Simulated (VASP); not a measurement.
BaTe:

```
Ba Te
1.0
     5.97021    0.00000    0.00000
    -2.98511    5.17035    0.00000
     0.00000    0.00000    7.00243
Ba Te
2 2
Direct
  0.66667 0.33333 0.06259
  0.33333 0.66667 0.56259
  0.66667 0.33333 0.56261
  0.33333 0.66667 0.06261
```

Base run:

- Program: VASP 6.6.1
- Functional: PBE
- Potentials or basis: VASP PAW PBE potentials, release 64 (Ba_sv, Te)
- Cutoff: 520 eV
- k mesh: 8 × 8 × 4
- Occupations: gaussian, width 0.05 eV
- Spin: no spin polarisation

Its results: band gap on the k mesh 1.92 eV (least direct gap 2.22 eV); pressure 0.3 GPa.

Problem. The run is repeated on the same cell with these changes: functional from PBE to revPBE. What comes out?

Solution. Band gap on the k mesh 2.02 eV (least direct gap 2.32 eV); pressure 0.9 GPa.

revPBE binds less tightly than PBE, so the same cell stands under more pressure.

Caveats: spin-orbit coupling is left out, which moves the levels of the heavy elements; the PAW data sets were made with another functional, which shifts forces and pressure a little (at least some runs).

A k mesh can miss the band edges.
